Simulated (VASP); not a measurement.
# SrDy3Ru: relaxation of cell and atoms with PBE

The system is SrDy3Ru.

```
CELL_PARAMETERS angstrom
6.79970 0.00000 0.00000
-3.39985 5.88871 0.00000
0.00000 0.00000 4.77178
ATOMIC_POSITIONS crystal
Sr 0.00000 0.00000 0.50000
Dy 0.50000 0.00000 0.50000
Dy 0.00000 0.50000 0.50000
Dy 0.50000 0.50000 0.50000
Ru 0.00000 0.00000 0.00000
```

The cell was generated, and may not be a known phase.

```
Program                : VASP 6.6.1
Task                   : relaxation of cell and atoms
Functional             : PBE
Potentials or basis    : VASP PAW PBE potentials, release 64 (Sr_sv, Dy_3, Ru_pv), 4f in core
Cutoff                 : 500 eV
k mesh                 : 6 × 6 × 8
Occupations            : gaussian, width 0.1 eV
Spin                   : collinear spin, ferromagnetic start
Starting moments       : [0.0, 0.18, 0.18, 0.18, 0.54] μB
Dipole correction      : no
Further INCAR settings : ALGO = Normal; EDIFF = 1e-07; IBRION = 2; EDIFFG = -0.01; NSW = 100; ISIF = 3
```

```json
{
 "Relaxed volume": "38.16 Å³/atom",
 "Relaxed cell": "a = 6.810 Å, b = 6.810 Å, c = 4.750 Å, α = 90.00°, β = 90.00°, γ = 120.00°",
 "Space group after relaxing (to 0.1 Å)": "P6/mmm (No. 191)",
 "Energy gained by relaxing": "0.3 meV/atom",
 "Ionic steps": "3",
 "Pressure after relaxing": "0.0 GPa",
 "Net moment": "-0.05 μB per cell",
 "Site moments": "Sr +0.00; Dy -0.00; Ru -0.04 μB",
 "Valence electrons inside the program's atomic spheres": "Sr 8.49; Dy 7.65; Ru 12.62"
}
```

Step by step:
```csv
step,energy change (eV),largest force (eV/Å),pressure (GPa),volume (Å³)
1,0.0000,0.0000,-0.05,191.07
2,-0.0015,0.0000,0.05,190.75
3,-0.0016,0.0000,0.03,190.81
```

Final structure:
```
CELL_PARAMETERS angstrom
6.81049 0.00000 0.00000
-3.40524 5.89806 0.00000
0.00000 0.00000 4.75019
ATOMIC_POSITIONS crystal
Sr 0.00000 0.00000 0.50000
Dy 0.50000 0.00000 0.50000
Dy 0.00000 0.50000 0.50000
Dy 0.50000 0.50000 0.50000
Ru 0.00000 0.00000 0.00000
```

Levels at points of the mesh, in eV from the Fermi level:
Spin up:
| k point | band 22 | band 23 | band 24 | band 25 | band 26 | band 27 | band 28 | band 29 |
| --- | --- | --- | --- | --- | --- | --- | --- | --- |
| (0.00, 0.00, 0.00) | -1.73 | -1.48 | -0.25 | 0.04 | 0.04 | 0.32 | 1.44 | 1.44 |
| (0.50, 0.00, 0.00) | -0.87 | -0.76 | -0.35 | 0.06 | 0.11 | 0.12 | 0.81 | 0.83 |
| (0.00, 0.00, 0.50) | -0.83 | -0.83 | -0.65 | -0.54 | -0.54 | -0.47 | -0.47 | 1.05 |
| (0.50, 0.00, 0.50) | -0.75 | -0.58 | -0.56 | -0.15 | 0.28 | 0.37 | 0.63 | 0.72 |
Spin down:
```
           k point  band 22  band 23  band 24  band 25  band 26  band 27  band 28  band 29
(0.00, 0.00, 0.00)    -1.75    -1.49    -0.25     0.01     0.01     0.32     1.44     1.44
(0.50, 0.00, 0.00)    -0.89    -0.79    -0.35     0.06     0.09     0.12     0.81     0.82
(0.00, 0.00, 0.50)    -0.85    -0.85    -0.65    -0.54    -0.54    -0.51    -0.51     1.04
(0.50, 0.00, 0.50)    -0.77    -0.60    -0.58    -0.15     0.26     0.37     0.63     0.71
```

It took 4.9 min on 4 MPI ranks on AMD EPYC 7R13 Processor (Zen 3), with other jobs on the host, peak memory 0.57 GiB a rank.

Caveat: the magnetic or orbital state may not be the lowest; the moments typed at the start vanished in this run; spin-orbit coupling is left out, which moves the levels of the heavy elements; the 4f electrons are frozen in the core, so they carry no moment and show no levels. The state reached can hang on the start; a lower one may exist.
